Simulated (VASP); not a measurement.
Input of a VASP 6.6.1 run:

POSCAR

```
Sn
1.0
   -1.8862394629      1.8862394629      1.8862394629
    1.8862394629     -1.8862394629      1.8862394629
    1.8862394629      1.8862394629     -1.8862394629
Sn
1
Direct
    0.0000000000      0.0000000000      0.0000000000
```

The input INCAR.step1:

```
PREC = Accurate
ENCUT = 520
ISMEAR = -1
SIGMA = 0.1
LREAL = F
LASPH = T
NELM = 100
NBANDS = 13
GGA = PE
ALGO = Normal
EDIFF = 1E-4
LWAVE = T
LCHARG = F
```

Contents of INCAR.step2:

```
PREC = Accurate
ENCUT = 520
EDIFF = 1E-7
ISMEAR = -1
SIGMA = 0.1
LREAL = F
LASPH = T
NELM = 100
ALGO = Normal
ISIF = 2
LWAVE = F
LCHARG = F
METAGGA = R2SCAN
LMIXTAU = T
NBANDS = 13
ISTART = 1
```

KPOINTS

```
regular mesh
0
Gamma
  19 19 19
```

Potentials or basis: VASP PAW PBE potentials, release 64 (Sn_d).

Launch:

```bash
$ cat potpaw_PBE.64/Sn_d/POTCAR > POTCAR
$ cp INCAR.step1 INCAR
$ mpirun -np 1 vasp_std > vasp.out
$ cp INCAR.step2 INCAR
$ mpirun -np 1 vasp_std > vasp.out
```

**Question.** Predict the pressure.

**Answer.** 0.2 GPa.

**Question.** Estimate the band gap on the k mesh.

**Answer.** Zero (band 7 reaches 16.74 eV, above the bottom of band 8 at 5.60 eV).

Caveat: the PAW data sets were made with another functional, which shifts forces and pressure a little; spin-orbit coupling is left out, which moves the levels of the heavy elements.
